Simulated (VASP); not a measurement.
Input of a VASP 6.6.1 run:

INCAR

```
PREC = Accurate
ENCUT = 600
EDIFF = 1E-6
ISMEAR = 0
SIGMA = 0.1
LREAL = False
LASPH = True
NELM = 200
ALGO = Normal
ISIF = 2
LWAVE = False
LCHARG = False
ISPIN = 2
MAGMOM = 3.69 0.79
LORBIT = 11
NUPDOWN = 4.2
LMAXMIX = 4
NBANDS = 20
GGA_COMPAT = False
```

The input KPOINTS:

```
Automatic mesh
0
Gamma
  7 7 5
```

POSCAR

```
FePt
1.0
    2.7235000000      0.0000000000      0.0000000000
    0.0000000000      2.7235000000      0.0000000000
    0.0000000000      0.0000000000      3.7200000000
Fe Pt
1 1
Direct
    0.0000000000      0.0000000000      0.0000000000
    0.5000000000      0.5000000000      0.5000000000
```

Potentials or basis: VASP PAW LDA potentials, release 64 (Fe, Pt).

Launch:

```sh
$ cat potpaw_LDA.64/Fe/POTCAR potpaw_LDA.64/Pt/POTCAR > POTCAR
$ mpirun -np 1 vasp_std > vasp.out
```

Q: Predict the pressure.

A: -3.0 GPa.

Stress tensor (GPa, compression positive):
```
-1.55  0.00  0.00
 0.00 -1.55  0.00
 0.00  0.00 -5.81
```

Caveat: the total moment is fixed, so each spin has its own Fermi level.
